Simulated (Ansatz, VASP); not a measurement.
# HfB in VASP and in Ansatz

```xyz
2
Lattice="0.0000 2.3562 2.3100 2.3562 0.0000 2.3100 2.3562 2.3562 0.0000" Properties=species:S:1:pos:R:3 pbc="T T T"
Hf    2.3562    2.3562    2.3100
B     0.0000    0.0000    0.0000
```

Change from the starting cell: equal xx and yy strain of +2 %.

Alike in both runs: task single point; functional LDA; k mesh 15 × 15 × 15; occupations fermi-dirac, width 0.05 eV; no spin polarisation.

|  | VASP | Ansatz |
| --- | --- | --- |
| version | VASP 6.6.1 | Ansatz 0.2.0 |
| potentials or method | VASP PAW LDA potentials, release 64 (Hf_pv, B), cutoff 520 eV | all-electron LAPW, scalar-relativistic |

|  | VASP | Ansatz | Ansatz less VASP |
| --- | --- | --- | --- |
| pressure (GPa) | 10.3 | 8.9 | -1.38 |
| traceless stress, the component that is largest in VASP (GPa) | 5.89 | 5.77 | -0.123 |

LDA's correlation is that of Perdew and Zunger in VASP and of Perdew and Wang (1992) in Ansatz. Ansatz ran all-electron here, and VASP with PAW potentials.

Spin-orbit coupling is off throughout.
